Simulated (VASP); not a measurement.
# Ti (Im-3m) in VASP: settings compared, part 2 of 2

VASP 6.6.1. Earlier steps stand in the parts before.

### 4 Single point, LDA (volume scaled by 1.06)

Contents of INCAR:

```
SYSTEM = Ti
ALGO     = Normal         ! electronic algorithm
EDIFF    = 1E-6           ! SCF threshold, eV
ENCUT    = 520            ! plane-wave cutoff, eV
GGA      = CA             ! functional
ISIF     = 2              ! what is computed and relaxed
ISMEAR   = -1             ! smearing method
LASPH    = .TRUE.         ! aspherical terms in the spheres
LCHARG   = .FALSE.        ! write CHGCAR
LREAL    = .FALSE.        ! projectors in reciprocal space
LWAVE    = .FALSE.        ! write WAVECAR
NBANDS   = 12             ! bands
NELM     = 60             ! most SCF steps
PREC     = Accurate       ! precision mode
SIGMA    = 0.05           ! smearing width, eV
```

Contents of KPOINTS:

```
k-points
0
G
  11 11 11
  0 0 0
```

Contents of POSCAR:

```
Ti
1.0
   -1.6731846416      1.6731846416      1.6731846416
    1.6731846416     -1.6731846416      1.6731846416
    1.6731846416      1.6731846416     -1.6731846416
Ti
1
Direct
    0.0000000000      0.0000000000      0.0000000000
```

Potentials or basis: VASP PAW LDA potentials, release 64 (Ti_sv).

On the command line:

```console
> cat potpaw_LDA.64/Ti_sv/POTCAR > POTCAR
> mpirun -np 1 vasp_std > vasp.out
```

OUTCAR:

```text
SYSTEM = Ti
   EDIFF = 1E-6
   ENCUT = 520
   GGA = CA
   ISIF = 2
   ISMEAR = -1
   LASPH = .TRUE.
   LREAL = .FALSE.
   NELM = 60
   PREC = Accurate

 ion  position               nearest neighbor table
   1  0.000  0.000  0.000-

  LATTYP: Found a body centered cubic cell.
 ALAT       =     3.3463692832

  Lattice vectors:

 A1 = (  -1.6731846416,   1.6731846416,   1.6731846416)
 A2 = (   1.6731846416,  -1.6731846416,   1.6731846416)
 A3 = (   1.6731846416,   1.6731846416,  -1.6731846416)

Analysis of symmetry for initial positions (statically):
=====================================================================
 Subroutine PRICEL returns:
 Original cell was already a primitive cell.

 Routine SETGRP: Setting up the symmetry group for a
 body centered cubic supercell.

 Subroutine GETGRP returns: Found 48 space group operations
 (whereof 48 operations were pure point group operations)
 out of a pool of 48 trial point group operations.

The static configuration has the point symmetry O_h .

Analysis of symmetry for dynamics (positions and initial velocities):
=====================================================================
 Subroutine PRICEL returns:
 Original cell was already a primitive cell.

 Routine SETGRP: Setting up the symmetry group for a
 body centered cubic supercell.

 Subroutine GETGRP returns: Found 48 space group operations
 (whereof 48 operations were pure point group operations)
 out of a pool of 48 trial point group operations.

The dynamic configuration has the point symmetry O_h .

 Subroutine INISYM returns: Found 48 space group operations
 (whereof 48 operations are pure point group operations),
 and found     1 'primitive' translations

----------------------------------------------------------------------------------------
[... 114 lines left out ...]
  Thomas-Fermi vector in A             =   2.533026
   LORBIT       =      0    0 simple, 1 ext, 2 COOP (PROOUT), +10 PAW based schemes
   GGA     = CA    functional components
   LHFCALC =     F    Hartree Fock is set to
   AEXX    =    0.0000 exact exchange contribution
   IVDW    =     0    specifies the selected vdW correction
   LEPSILON=     F    determine dielectric tensor
   LRPA    =     F    only Hartree local field effects (RPA)
 non-spin polarized calculation
  energy-cutoff  :      520.00
  volume of cell :       18.74
 maximum number of plane-waves:       531
 NGX is ok and might be reduce to    24
   NGX = 11   NGY = 11   NGZ = 11

 number of electron      12.0000002 magnetization

 Free energy of the ion-electron system (eV)
  ---------------------------------------------------
  ext. energy  EPLUGINS =         0.00000000
  ---------------------------------------------------
  free energy    TOTEN  =        -8.31564463 eV

  energy without entropy =       -8.29158155  energy(sigma->0) =       -8.30361309

 E-fermi :   7.0773     XC(G=0): -11.4214

 val. band max:        7.0720192638   @ k =  -0.4545  -0.4545   0.0909
 cond. band min:       7.0894201838   @ k =  -0.4545  -0.4545   0.0909
 fundamental gap:      0.0174009201
 Fermi energy:         7.0772803067

 k-point     1 :       0.0000    0.0000    0.0000
  band No.  band energies     occupation
      1     -48.8876      2.00000
      2     -25.1949      2.00000
      3     -25.1949      2.00000
      4     -25.1949      2.00000
      5       1.3757      2.00000
      6       7.9665      0.00000
      7       7.9665      0.00000
      8       7.9665      0.00000
      9       9.5814      0.00000
     10       9.5814      0.00000
     11      24.0461      0.00000
     12      24.0461      0.00000
[... 331 lines left out ...]
 k-point    24 :       0.3636    0.1818    0.0909
  band No.  band energies     occupation
      1     -48.7804      2.00000
      2     -25.6392      2.00000
      3     -25.4370      2.00000
      4     -25.2803      2.00000
      5       5.7269      2.00000
      6       6.5368      1.99996
      7       7.1003      0.77422
      8       9.7311      0.00000
      9       9.9052      0.00000
     10      12.9155      0.00000
     11      14.9283      0.00000
     12      17.4963      0.00000

 [... further k-points ...]

------------------------ aborting loop because EDIFF is reached ----------------------------------------

  FORCE on cell =-STRESS in cart. coord.  units (eV):
  Direction    XX          YY          ZZ          XY          YZ          ZX
  --------------------------------------------------------------------------------------
  -------------------------------------------------------------------------------------
  Total       -1.7658461     -1.7658461     -1.7658461     -0.0000000      0.0000000     -0.0000000
  in kB     -150.9982219   -150.9982219   -150.9982219     -0.0000000      0.0000000     -0.0000000
  external PRESSURE =    -150.9982219 kB  Pullay stress =       0.0000000 kB

 VOLUME and BASIS-vectors are now :
 -----------------------------------------------------------------------------
  energy-cutoff  :      520.00
  volume of cell :       18.74
      direct lattice vectors                 reciprocal lattice vectors
    -1.673184642  1.673184642  1.673184642     0.000000000  0.298831335  0.298831335
     1.673184642 -1.673184642  1.673184642     0.298831335  0.000000000  0.298831335
     1.673184642  1.673184642 -1.673184642     0.298831335  0.298831335  0.000000000

 POSITION                                       TOTAL-FORCE (eV/Angst)
 -----------------------------------------------------------------------------------
      0.00000      0.00000      0.00000         0.000000     -0.000000      0.000000
 -----------------------------------------------------------------------------------
    total drift:                               -0.000000      0.000000      0.000000

  FREE ENERGIE OF THE ION-ELECTRON SYSTEM (eV)
  ---------------------------------------------------
  free  energy   TOTEN  =        -8.3156446294 eV

  energy  without entropy=       -8.2915815526  energy(sigma->0) =       -8.30361309
```

It took 10 s on 1 thread of AMD EPYC 7R43 (Zen 3), shared host; peak memory 0.1 GiB.

Results:

- Free energy: -8.3156 eV
- Pressure: -15.1 GPa
- Band gap on the k mesh: zero (band 6 reaches 7.99 eV, above the bottom of band 7 at 6.54 eV)

Levels at points of the mesh, in eV from the Fermi level:
| k point | band 4 | band 5 | band 6 | band 7 | band 8 | band 9 |
| --- | --- | --- | --- | --- | --- | --- |
| (0.00, 0.00, 0.00) | -32.27 | -5.70 | 0.89 | 0.89 | 0.89 | 2.50 |

Caveat: the cell differs from its parent crystal (volume scaled by 1.06).

### 5 Single point, PBEsol

This run uses another cell than the first one, of 17.68 Å³/atom, 0.980 times its volume.

Contents of INCAR:

```
ALGO = Normal
EDIFF = 1E-6
ENCUT = 520
GGA = PS
ISIF = 2
ISMEAR = -1
LASPH = True
LCHARG = False
LREAL = False
LWAVE = False
NBANDS = 12
NELM = 60
PREC = Accurate
SIGMA = 0.05
```

Contents of KPOINTS:

```
k-points
0
Gamma
  11 11 11
```

Contents of POSCAR:

```
Ti
1.0
   -1.6410000000      1.6410000000      1.6410000000
    1.6410000000     -1.6410000000      1.6410000000
    1.6410000000      1.6410000000     -1.6410000000
Ti
1
Direct
    0.0000000000      0.0000000000      0.0000000000
```

Potentials or basis: VASP PAW PBE potentials, release 64 (Ti_sv).

On the command line:

```console
> cat potpaw_PBE.64/Ti_sv/POTCAR > POTCAR
> mpirun -np 1 vasp_std > vasp.out
```

Run time: 5.5 s. Hardware: 1 thread of Intel Xeon Platinum 8488C (Sapphire Rapids), shared host; peak memory 0.14 GiB.

It converged, with:

```yaml
Free_energy: -8.2176 eV
Pressure: -7.0 GPa
Band_gap_on_the_k_mesh: zero (band 6 reaches 8.76 eV, above the bottom of band 7 at 7.19 eV)
```

Levels at points of the mesh, in eV from the Fermi level:
```tsv
k point	band 2	band 3	band 4	band 5	band 6	band 7	band 8	band 9	band 10	band 11
(0.00, 0.00, 0.00)	-32.29	-32.29	-32.29	-5.91	0.98	0.98	0.98	2.71	2.71	17.30
```

Caveat: the PAW data sets were made with another functional, which shifts forces and pressure a little.

### 6 Relaxation of cell and atoms, LDA

This run uses another cell than the first one, of 17.68 Å³/atom, 0.980 times its volume.

Contents of INCAR:

```
SYSTEM = Ti
PREC = Accurate
ENCUT = 600
EDIFF = 1E-6
ISMEAR = -1
SIGMA = 0.05
LREAL = .FALSE.
LASPH = .TRUE.
NELM = 60
ALGO = Normal
ISIF = 3
LWAVE = .FALSE.
LCHARG = .FALSE.
IBRION = 2
NSW = 60
EDIFFG = -0.01
```

Contents of KPOINTS:

```
regular mesh
0
G
  11 11 11
  0 0 0
```

POSCAR is that of step 5.

Potentials or basis: VASP PAW LDA potentials, release 64 (Ti_sv).

On the command line:

```console
> cat potpaw_LDA.64/Ti_sv/POTCAR > POTCAR
> mpirun -np 1 vasp_std > vasp.out
```

Run time: 9.1 s. Hardware: 1 thread of Intel Xeon 6975P-C (Granite Rapids), shared host; peak memory 0.14 GiB.

It converged, with:

* Free energy: -8.4710 eV
* Relaxed volume: 15.83 Å³/atom
* Relaxed cell: a = 2.740 Å, b = 2.740 Å, c = 2.740 Å, α = 109.47°, β = 109.47°, γ = 109.47°
* Space group after relaxing (to 0.05 Å): Im-3m (No. 229)
* Energy gained by relaxing: 68.9 meV/atom
* Ionic steps: 3
* Pressure after relaxing: 0.0 GPa
* Band gap on the k mesh: zero (band 6 reaches 9.90 eV, above the bottom of band 7 at 8.15 eV)

The path:
| step | energy change (eV) | largest force (eV/Å) | pressure (GPa) | volume (Å³) |
| --- | --- | --- | --- | --- |
| 1 | 0.0000 | 0.0000 | -10.97 | 17.68 |
| 2 | -0.0392 | 0.0000 | 9.36 | 14.76 |
| 3 | -0.0689 | 0.0000 | -0.01 | 15.83 |

Final structure:
```
Ti
1.0
    -1.58181    1.58181    1.58181
     1.58181   -1.58181    1.58181
     1.58181    1.58181   -1.58181
Ti
1
Direct
  0.00000 0.00000 0.00000
```

Levels at points of the mesh, in eV from the Fermi level:
```csv
k point,band 3,band 4,band 5,band 6,band 7,band 8,band 9,band 10
"(0.00, 0.00, 0.00)",-31.73,-31.73,-6.03,1.05,1.05,1.05,3.04,3.04
```

Caveat: the volume moved by -10 % from the deposited cell, more than functionals usually miss. Zero-point motion and thermal expansion aren't in these numbers.

### 7 Summary

| task | level | potentials or basis | cell | cutoff (eV) | gap on the mesh (eV) | pressure (GPa) |
| --- | --- | --- | --- | --- | --- | --- |
| single point | LDA | VASP PAW LDA potentials, release 64 (Ti_sv) | a = 2.861 Å, angles 109.5°, 1 atom | 520 | none | -12.5 |
| single point | LDA | VASP PAW LDA potentials, release 64 (Ti_sv) | a = 2.880 Å, angles 109.5°, 1 atom | 520 | none | -13.9 |
| single point | LDA | VASP PAW LDA potentials, release 64 (Ti_sv) | a = 2.898 Å, angles 109.5°, 1 atom | 520 | none | -15.1 |
| single point | PBEsol | VASP PAW PBE potentials, release 64 (Ti_sv) | a = 2.842 Å, angles 109.5°, 1 atom | 520 | none | -7.0 |
| relaxation of cell and atoms | LDA | VASP PAW LDA potentials, release 64 (Ti_sv) | relaxed from a = 2.842 Å, angles 109.5°, 1 atom | 600 | none | 0.0 |

Alike in all rows: no spin polarisation; k mesh 11 × 11 × 11; smearing fermi-dirac 0.05 eV.

Caveats: the PAW data sets were made with another functional, which shifts forces and pressure a little (some runs); the volume moved by -10 % from the deposited cell, more than functionals usually miss (some runs).

Absolute energies hang on the potentials; compare differences alone.
